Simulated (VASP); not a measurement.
**AlN: single point with PBE**

AlN:

```
CELL_PARAMETERS angstrom
0.00000 2.07518 2.07518
2.07518 0.00000 2.07518
2.07518 2.07518 0.00000
ATOMIC_POSITIONS crystal
Al 0.50000 0.50000 0.50000
N 0.00000 0.00000 0.00000
```

This cell differs from its parent crystal: volume scaled by 1.06.

```yaml
Program: VASP 6.6.1
Task: single point
Functional: PBE
Potentials_or_basis: VASP PAW PBE potentials, release 64 (Al, N)
Cutoff: 520 eV
k_mesh: 10 × 10 × 10
Occupations: gaussian, width 0.02 eV
Spin: no spin polarisation
```

The pressure is -13.3 GPa and the band gap on the k mesh is 3.88 eV, indirect (least direct gap 4.59 eV).

Levels at points of the mesh, in eV from the valence-band top:
```csv
k point,band 1,band 2,band 3,band 4,band 5,band 6,band 7,band 8,band 9
"(0.00, 0.00, 0.00)",-16.86,0.00,0.00,0.00,4.59,11.91,11.91,11.91,16.84
"(0.50, 0.00, 0.00)",-13.91,-7.82,-0.94,-0.94,5.65,10.38,10.38,12.13,15.29
"(0.50, 0.50, 0.00)",-13.03,-6.87,-2.60,-2.60,3.88,5.42,13.11,16.04,16.04
```

Wall time 10 s on 1 thread of Intel(R) Xeon(R) Platinum 8259CL CPU @ 2.50GHz (Skylake/Cascade Lake), with other jobs on the host, peak memory 0.13 GiB.

 A k mesh can miss the band edges.
